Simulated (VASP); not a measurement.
Si3C: density of states with PBE

Si3C:

```
Si C
1.0
     2.90401    0.00000    0.00000
    -1.45200    2.51494    0.00000
     0.00000    0.00000    6.54892
Si C
3 1
Direct
  0.33333 0.66667 0.68640
  0.33333 0.66667 0.31360
  0.66667 0.33333 0.00000
  0.66667 0.33333 0.50000
```

| Quantity | Value |
| --- | --- |
| Program | VASP 6.6.1 |
| Task | density of states |
| Functional | PBE |
| Potentials or basis | VASP PAW PBE potentials, release 64 (Si, C) |
| Cutoff | 520 eV |
| k mesh | 18 × 18 × 8 |
| Occupations | gaussian, width 0.1 eV |
| Spin | no spin polarisation |
| Dipole correction | no |
| k mesh for the DOS | 27 × 27 × 12 |
| Occupations for the DOS | tetrahedron |
| Further INCAR settings | ALGO = Normal; EDIFF = 1e-06; NBANDS = 16 |

```json
{
  "Valence electrons inside the program's atomic spheres": "Si 1.54, 1.55; C 2.40"
}
```

Levels at points of the mesh, in eV from the Fermi level:
```csv
k point,band 4,band 5,band 6,band 7,band 8,band 9,band 10,band 11,band 12,band 13
"(0.00, 0.00, 0.00)",-3.90,-2.10,-1.04,-1.04,4.76,6.03,6.03,7.00,7.00,7.26
"(0.00, 0.00, 0.50)",-8.21,-1.03,-1.03,2.22,4.44,5.13,6.01,6.01,6.44,6.44
```

Run time: 3.5 min on 1 thread of AMD EPYC 9R45 96-Core Processor (Zen 5), on a shared host, peak memory 0.4 GiB.
